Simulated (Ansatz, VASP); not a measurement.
**One calculation of Se, two programs**

File INCAR:

```
ALGO     = Normal         # electronic algorithm
EDIFF    = 1E-7           # SCF threshold, eV
ENCUT    = 520            # plane-wave cutoff, eV
ISIF     = 2              # what is computed and relaxed
ISMEAR   = -1             # smearing method
LASPH    = True           # aspherical terms in the spheres
LCHARG   = True           # write CHGCAR
LELF     = True           # ELF
LREAL    = False          # projectors in reciprocal space
LVHAR    = True         
LWAVE    = False          # write WAVECAR
NBANDS   = 9              # bands
NELM     = 60             # most SCF steps
PREC     = Accurate       # precision mode
SIGMA    = 0.08           # smearing width, eV
```

The input KPOINTS:

```
k-points
0
Gamma
  13 13 13
```

The input POSCAR:

```
Se
1.0
    2.5271410611      0.0000000000      0.0000000000
    0.0000000000      2.5271410611      0.0000000000
    0.0000000000      0.0000000000      2.5271410611
Se
1
Direct
    0.0000000000      0.0000000000      0.0000000000
```

Input for Ansatz:

```yaml
crystal:
  lattice:
    - [2.5271410611, 0.0, 0.0]
    - [0.0, 2.5271410611, 0.0]
    - [0.0, 0.0, 2.5271410611]
  atoms:
    - { symbol: Se, position: [0.0, 0.0, 0.0] }
kpoints:
  mp_grid: { grid: [13, 13, 13] }
scf:
  occupations: { method: fermi_dirac, width: 0.08 }
hamiltonian:
  xc: lda
  pseudopotentials: { kind: all_electron, lapw: { basis_error: 0.001 } }
output:
  forces: true
  stress: true
  eigenvalues: true
  populations: true
```

Change from the starting cell: volume scaled by 0.76, LAPW.

Alike in both runs: task single point; functional LDA; k mesh 13 × 13 × 13; occupations fermi-dirac, width 0.08 eV; no spin polarisation.

|  | VASP | Ansatz |
| --- | --- | --- |
| version | VASP 6.6.1 | Ansatz 0.2.0 |
| potentials or method | VASP PAW LDA potentials, release 64 (Se), cutoff 520 eV | all-electron LAPW, scalar-relativistic |

Ansatz gave:

- pressure (GPa): 43.1

Which values does VASP return?

Pressure (GPa): 44.0.

LDA's correlation is that of Perdew and Zunger in VASP and of Perdew and Wang (1992) in Ansatz. Both programs put the cell under a high pressure, so it lies far from rest at this level. Ansatz ran all-electron here, and VASP with PAW potentials.
